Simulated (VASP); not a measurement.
# Ge2Sb2Te5 (P-3m1) in VASP: further runs

Aim: see how the results for Ge2Sb2Te5 move with the level of theory and the settings. Levels: PBE+D3(BJ), PBE. Tasks: single point.

Program: VASP 6.6.1. These are calculated values, not measurements. Logs are shortened: lines on timing, memory, paths and dates and some standing lists are left out, and cuts for length are marked.

## (1) The cell of the first run

It takes space group P-3m1 (No. 164, trigonal). The conventional cell has a = 4.233 Å, b = 4.233 Å, c = 17.446 Å, α = 90.00°, β = 90.00°, γ = 120.00°. Within 4.5 Å of Te (site symmetry -3m) lie 6 Sb at 3.15 Å and 12 Te at 4.23 to 4.44 Å. Te (site symmetry 3m) has 3 Sb at 2.99 Å and 3 Ge at 3.32 Å within 3.9 Å. Within 3.7 Å of Te (site symmetry 3m) lie 3 Ge at 2.83 Å and 3 Te at 3.63 Å. Sb (site symmetry 3m) has 6 Te at 2.99 to 3.15 Å within 3.9 Å. Within 3.7 Å of Ge (site symmetry 3m) lie 6 Te at 2.83 to 3.32 Å.

## (2) Single point, PBE+D3(BJ)

File INCAR:

```
ALGO     = Normal         # electronic algorithm
EDIFF    = 1E-7           # SCF threshold, eV
ENCUT    = 520            # plane-wave cutoff, eV
GGA      = PE             # functional
ISIF     = 2              # what is computed and relaxed
ISMEAR   = 0              # smearing method
IVDW     = 12             # dispersion correction
LASPH    = True           # aspherical terms in the spheres
LCHARG   = False          # write CHGCAR
LREAL    = False          # projectors in reciprocal space
LWAVE    = False          # write WAVECAR
NBANDS   = 44             # bands
NELM     = 80             # most SCF steps
PREC     = Accurate       # precision mode
SIGMA    = 0.03           # smearing width, eV
```

File KPOINTS:

```
k-points
0
Gamma
  10 10 2
```

File POSCAR:

```
Ge2Sb2Te5
1.0
    4.2327694346      0.0000000000      0.0000000000
   -2.1163847173      3.6656858587      0.0000000000
    0.0000000000      0.0000000000     17.4461589570
Te Sb Ge
5 2 2
Direct
    0.0000000000      0.0000000000      0.0000000000
    0.6666666667      0.3333333333      0.2124165930
    0.3333333333      0.6666666667      0.4229087119
    0.6666666667      0.3333333333      0.5770912881
    0.3333333333      0.6666666667      0.7875834070
    0.3333333333      0.6666666667      0.1135399111
    0.6666666667      0.3333333333      0.8864600889
    0.0000000000      0.0000000000      0.3408852863
    0.0000000000      0.0000000000      0.6591147137
```

Potentials or basis: VASP PAW PBE potentials, release 64 (Te, Sb, Ge_d).

The run is started by

```sh
> cat potpaw_PBE.64/Te/POTCAR potpaw_PBE.64/Sb/POTCAR potpaw_PBE.64/Ge_d/POTCAR > POTCAR
> mpirun -np 1 vasp_std > vasp.out
```

OUTCAR:

```text
EDIFF = 1E-7
   ENCUT = 520
   GGA = PE
   ISIF = 2
   ISMEAR = 0
   IVDW = 12
   LASPH = True
   LREAL = False
   NELM = 80
   PREC = Accurate
 IVDW          = 12

 ion  position               nearest neighbor table
   1  0.000  0.000  0.000-   6 3.15   7 3.15   6 3.15   7 3.15   7 3.15   6 3.15
   2  0.667  0.333  0.212-   6 2.99   6 2.99   6 2.99
   3  0.333  0.667  0.423-   8 2.83   8 2.83   8 2.83   4 3.63   4 3.63   4 3.63
   4  0.667  0.333  0.577-   9 2.83   9 2.83   9 2.83   3 3.63   3 3.63   3 3.63
   5  0.333  0.667  0.788-   7 2.99   7 2.99   7 2.99
   6  0.333  0.667  0.114-   2 2.99   2 2.99   2 2.99   1 3.15   1 3.15   1 3.15
   7  0.667  0.333  0.886-   5 2.99   5 2.99   5 2.99   1 3.15   1 3.15   1 3.15
   8  0.000  0.000  0.341-   3 2.83   3 2.83   3 2.83
   9  0.000  0.000  0.659-   4 2.83   4 2.83   4 2.83

  LATTYP: Found a hexagonal cell.
 ALAT       =     4.2327694346
 C/A-ratio  =     4.1216889383

  Lattice vectors:

 A1 = (   4.2327694346,   0.0000000000,   0.0000000000)
 A2 = (  -2.1163847173,   3.6656858587,   0.0000000000)
 A3 = (   0.0000000000,   0.0000000000,  17.4461589570)

Analysis of symmetry for initial positions (statically):
=====================================================================
 Subroutine PRICEL returns:
 Original cell was already a primitive cell.

 Routine SETGRP: Setting up the symmetry group for a
 hexagonal supercell.

 Subroutine GETGRP returns: Found 12 space group operations
 (whereof 12 operations were pure point group operations)
 out of a pool of 24 trial point group operations.

The static configuration has the point symmetry D_3d.

Analysis of symmetry for dynamics (positions and initial velocities):
=====================================================================
 Subroutine PRICEL returns:
 Original cell was already a primitive cell.

 Routine SETGRP: Setting up the symmetry group for a
 hexagonal supercell.

 Subroutine GETGRP returns: Found 12 space group operations
 (whereof 12 operations were pure point group operations)
 out of a pool of 24 trial point group operations.

The dynamic configuration has the point symmetry D_3d.

 Subroutine INISYM returns: Found 12 space group operations
 (whereof 12 operations are pure point group operations),
 and found     1 'primitive' translations

----------------------------------------------------------------------------------------

                                     Primitive cell

  volume of cell :     270.6947

  direct lattice vectors                    reciprocal lattice vectors
[... 111 lines left out ...]
   PSTRESS=    0.0 pullay stress
   NELECT =      68.0000    total number of electrons
   NUPDOWN=      -1.0000    fix difference up-down
   EMIN   =  10.00;   EMAX   =-10.00  energy-range for DOS
   EFERMI =   0.00;   METHOD = LEGACY
   ISMEAR =     0;   SIGMA  =   0.03  broadening in eV -4-tet -1-fermi 0-gaus
   EFERMI_NEDOS =   21; number of points for ismear=-14 and -15
   IALGO  =     38    algorithm
   IMIX   =      4    mixing-type and parameters
     AMIX     =   0.40;   BMIX     =  1.00
     AMIX_MAG =   1.60;   BMIX_MAG =  1.00
  volume/ion in A,a.u.               =      30.08       202.97
  Fermi-wavevector in a.u.,A,eV,Ry     =   1.032963  1.952016 14.517574  1.067012
  Thomas-Fermi vector in A             =   2.167186
   LORBIT       =      0    0 simple, 1 ext, 2 COOP (PROOUT), +10 PAW based schemes
   GGA     = PE    functional components
   LHFCALC =     F    Hartree Fock is set to
   AEXX    =    0.0000 exact exchange contribution
   IVDW    =    12    specifies the selected vdW correction
   LEPSILON=     F    determine dielectric tensor
   LRPA    =     F    only Hartree local field effects (RPA)
 non-spin polarized calculation
 Gauss-broadening in eV      SIGMA  =   0.03
  energy-cutoff  :      520.00
  volume of cell :      270.69
 maximum number of plane-waves:      7326
 NGX is ok and might be reduce to    32
   NGX = 15   NGY = 15   NGZ = 65

 number of electron      68.0000030 magnetization

 Free energy of the ion-electron system (eV)
  ---------------------------------------------------
  ext. energy  EPLUGINS =         0.00000000
  ---------------------------------------------------
  free energy    TOTEN  =       -33.77860060 eV

  energy without entropy =      -33.77831039  energy(sigma->0) =      -33.77845549

 E-fermi :   6.5029     XC(G=0):  -9.4514

 val. band max:        6.4704379615   @ k =   0.1000   0.0000   0.5000
 cond. band min:       6.5272610935   @ k =   0.5000  -0.0000   0.5000
 fundamental gap:      0.0568231320
 Fermi energy:         6.5028969384

 k-point     1 :       0.0000    0.0000    0.0000
  band No.  band energies     occupation
      1     -18.3853      2.00000
      2     -18.3853      2.00000
      3     -18.3853      2.00000
      4     -18.3853      2.00000
      5     -18.3739      2.00000
      6     -18.3739      2.00000
[... 1117 lines left out ...]
     43       9.7979      0.00000
     44       9.9061      0.00000

 [... further k-points ...]

------------------------ aborting loop because EDIFF is reached ----------------------------------------

 Edisp (eV)   -3.87219

 E8    (eV) :    -1.7783

  FORCE on cell =-STRESS in cart. coord.  units (eV):
  Direction    XX          YY          ZZ          XY          YZ          ZX
  --------------------------------------------------------------------------------------
  -------------------------------------------------------------------------------------
  Total       0.00894     0.00894    -0.00279     0.00000     0.00000     0.00000
  in kB       0.05290     0.05290    -0.01650     0.00000     0.00000     0.00000
  external pressure =        0.03 kB  Pullay stress =        0.00 kB

 VOLUME and BASIS-vectors are now :
 -----------------------------------------------------------------------------
  energy-cutoff  :      520.00
  volume of cell :      270.69
      direct lattice vectors                 reciprocal lattice vectors
     4.232769435  0.000000000  0.000000000     0.236251942  0.136400122  0.000000000
    -2.116384717  3.665685859  0.000000000     0.000000000  0.272800245  0.000000000
     0.000000000  0.000000000 17.446158957     0.000000000  0.000000000  0.057319207

 POSITION                                       TOTAL-FORCE (eV/Angst)
 -----------------------------------------------------------------------------------
      0.00000      0.00000      0.00000        -0.000000     -0.000000      0.000000
      2.11638      1.22190      3.70585        -0.000000      0.000000      0.017297
     -0.00000      2.44379      7.37813        -0.000000     -0.000000      0.018930
      2.11638      1.22190     10.06803         0.000000      0.000000     -0.018930
     -0.00000      2.44379     13.74031         0.000000     -0.000000     -0.017297
     -0.00000      2.44379      1.98084         0.000000     -0.000000     -0.020889
      2.11638      1.22190     15.46532        -0.000000      0.000000      0.020889
      0.00000      0.00000      5.94714         0.000000      0.000000     -0.016382
      0.00000      0.00000     11.49902        -0.000000     -0.000000      0.016382
 -----------------------------------------------------------------------------------
    total drift:                                0.000000     -0.000000      0.000000

  FREE ENERGIE OF THE ION-ELECTRON SYSTEM (eV)
  ---------------------------------------------------
  free  energy   TOTEN  =       -37.6507935280 eV

  energy  without entropy=      -37.6505033188  energy(sigma->0) =      -37.65064842
```

OSZICAR:

```text
N       E                     dE             d eps       ncg     rms          rms(c)
DAV:   1     0.604307089602E+03    0.60431E+03   -0.27320E+04  3092   0.205E+03
DAV:   2     0.658255113160E+02   -0.53848E+03   -0.51625E+03  2624   0.591E+02
DAV:   3    -0.273260050259E+02   -0.93152E+02   -0.89791E+02  2904   0.153E+02
DAV:   4    -0.337709536757E+02   -0.64449E+01   -0.63628E+01  2992   0.467E+01
[... 15 lines left out ...]
DAV:  20    -0.337786011646E+02    0.49034E-05   -0.10882E-05  2892   0.108E-02    0.323E-02
DAV:  21    -0.337786010441E+02    0.12051E-06   -0.26516E-06  2524   0.514E-03    0.212E-02
DAV:  22    -0.337786008301E+02    0.21402E-06   -0.10323E-07  1700   0.175E-03    0.167E-02
DAV:  23    -0.337786006452E+02    0.18494E-06   -0.45694E-07  2568   0.225E-03    0.692E-03
DAV:  24    -0.337786005989E+02    0.46241E-07   -0.13856E-07  1872   0.123E-03
   1 F= -.37650794E+02 E0= -.37650648E+02  d E =-.290209E-03
```

stdout:

```text
POSCAR found type information on POSCAR TeSbGe
 POSCAR found :  3 types and       9 ions
 scaLAPACK will be used
 LDA part: xc-table for (Slater+PW92), standard interpolation
 POSCAR, INCAR and KPOINTS ok, starting setup
 FFT: planning ... GRIDC
 FFT: planning ... GRID_SOFT
 FFT: planning ... GRID
 WAVECAR not read
 entering main loop
```

Run time: 11 min. Hardware: 1 thread of Intel Xeon 8259CL, shared host; peak memory 0.56 GiB.

Results:

* Free energy: -37.6508 eV
* Pressure: 0.0 GPa
* Largest force: 0.021 eV/Å
* Band gap on the k mesh: 0.06 eV (least direct gap 0.22 eV)
* Dispersion energy per atom: -0.430 eV

Forces on the atoms (eV/Å):
```
Te   0.000  0.000  0.000
Te   0.000  0.000  0.017
Te   0.000  0.000  0.019
Te   0.000  0.000 -0.019
Te   0.000  0.000 -0.017
Sb   0.000  0.000 -0.021
Sb   0.000  0.000  0.021
Ge   0.000  0.000 -0.016
Ge   0.000  0.000  0.016
```

Levels at points of the mesh, in eV from the valence-band top:
| k point | band 32 | band 33 | band 34 | band 35 | band 36 | band 37 |
| --- | --- | --- | --- | --- | --- | --- |
| (0.00, 0.00, 0.00) | -1.30 | -1.11 | -0.09 | 0.12 | 0.12 | 0.63 |
| (0.50, 0.00, 0.00) | -1.86 | -1.19 | -1.11 | 0.35 | 0.61 | 0.73 |
| (0.00, 0.00, 0.50) | -1.44 | -0.98 | -0.11 | 0.16 | 0.16 | 0.65 |
| (0.50, 0.00, 0.50) | -2.00 | -1.71 | -0.46 | 0.06 | 0.57 | 1.02 |

Caveat: spin-orbit coupling is left out, which moves the levels of the heavy elements. A k mesh can miss the band edges.

## (3) Single point, PBE

File INCAR:

```
PREC = Accurate
ENCUT = 520
EDIFF = 1E-7
ISMEAR = 0
SIGMA = 0.03
LREAL = F
LASPH = T
NELM = 60
ALGO = Normal
ISIF = 2
LWAVE = F
LCHARG = F
GGA = PE
NBANDS = 44
```

File KPOINTS:

```
regular mesh
0
Gamma
  10 10 2
```

POSCAR is that of step 2.

Potentials or basis: VASP PAW PBE potentials, release 64 (Te, Sb, Ge_d).

The run is started by

```sh
> cat potpaw_PBE.64/Te/POTCAR potpaw_PBE.64/Sb/POTCAR potpaw_PBE.64/Ge_d/POTCAR > POTCAR
> mpirun -np 1 vasp_std > vasp.out
```

OUTCAR:

```text
PREC = Accurate
   ENCUT = 520
   EDIFF = 1E-7
   ISMEAR = 0
   LREAL = F
   LASPH = T
   NELM = 60
   ISIF = 2
   GGA = PE

 ion  position               nearest neighbor table
   1  0.000  0.000  0.000-   6 3.15   7 3.15   6 3.15   7 3.15   7 3.15   6 3.15
   2  0.667  0.333  0.212-   6 2.99   6 2.99   6 2.99
   3  0.333  0.667  0.423-   8 2.83   8 2.83   8 2.83   4 3.63   4 3.63   4 3.63
   4  0.667  0.333  0.577-   9 2.83   9 2.83   9 2.83   3 3.63   3 3.63   3 3.63
   5  0.333  0.667  0.788-   7 2.99   7 2.99   7 2.99
   6  0.333  0.667  0.114-   2 2.99   2 2.99   2 2.99   1 3.15   1 3.15   1 3.15
   7  0.667  0.333  0.886-   5 2.99   5 2.99   5 2.99   1 3.15   1 3.15   1 3.15
[... 1347 lines left out ...]
  external PRESSURE =      15.3647597 kB  Pullay stress =       0.0000000 kB

 VOLUME and BASIS-vectors are now :
 -----------------------------------------------------------------------------
  energy-cutoff  :      520.00
  volume of cell :      270.69
      direct lattice vectors                 reciprocal lattice vectors
     4.232769435  0.000000000  0.000000000     0.236251942  0.136400122  0.000000000
    -2.116384717  3.665685859  0.000000000     0.000000000  0.272800245  0.000000000
     0.000000000  0.000000000 17.446158957     0.000000000  0.000000000  0.057319207

 POSITION                                       TOTAL-FORCE (eV/Angst)
 -----------------------------------------------------------------------------------
      0.00000      0.00000      0.00000         0.000000      0.000000     -0.000000
      2.11638      1.22190      3.70585         0.000000     -0.000000      0.244856
     -0.00000      2.44379      7.37813        -0.000000      0.000000     -0.148398
      2.11638      1.22190     10.06803        -0.000000     -0.000000      0.148398
     -0.00000      2.44379     13.74031         0.000000      0.000000     -0.244856
     -0.00000      2.44379      1.98084         0.000000      0.000000     -0.003830
      2.11638      1.22190     15.46532         0.000000      0.000000      0.003830
      0.00000      0.00000      5.94714         0.000000     -0.000000     -0.044462
      0.00000      0.00000     11.49902        -0.000000      0.000000      0.044462
 -----------------------------------------------------------------------------------
    total drift:                                0.000000     -0.000000      0.000000

  FREE ENERGIE OF THE ION-ELECTRON SYSTEM (eV)
  ---------------------------------------------------
  free  energy   TOTEN  =       -33.7786005989 eV

  energy  without entropy=      -33.7783103897  energy(sigma->0) =      -33.77845549
```

stdout:

```text
POSCAR found type information on POSCAR TeSbGe
 POSCAR found :  3 types and       9 ions
 scaLAPACK will be used
 LDA part: xc-table for (Slater+PW92), standard interpolation
 POSCAR, INCAR and KPOINTS ok, starting setup
 FFT: planning ... GRIDC
 FFT: planning ... GRID_SOFT
 FFT: planning ... GRID
 WAVECAR not read
 entering main loop
```

Wall time 11 min (1 thread of Intel Xeon 8259CL, shared host); peak memory 0.58 GiB.

Results:

```
Free energy            : -33.7786 eV
Pressure               : 1.5 GPa
Largest force          : 0.245 eV/Å
Band gap on the k mesh : 0.06 eV (least direct gap 0.22 eV)
```

Forces in eV/Å, atoms in the order of the input:
```
Te   0.000  0.000  0.000
Te   0.000  0.000  0.245
Te   0.000  0.000 -0.148
Te   0.000  0.000  0.148
Te   0.000  0.000 -0.245
Sb   0.000  0.000 -0.004
Sb   0.000  0.000  0.004
Ge   0.000  0.000 -0.044
Ge   0.000  0.000  0.044
```

Caveat: spin-orbit coupling is left out, which moves the levels of the heavy elements. A k mesh can miss the band edges.
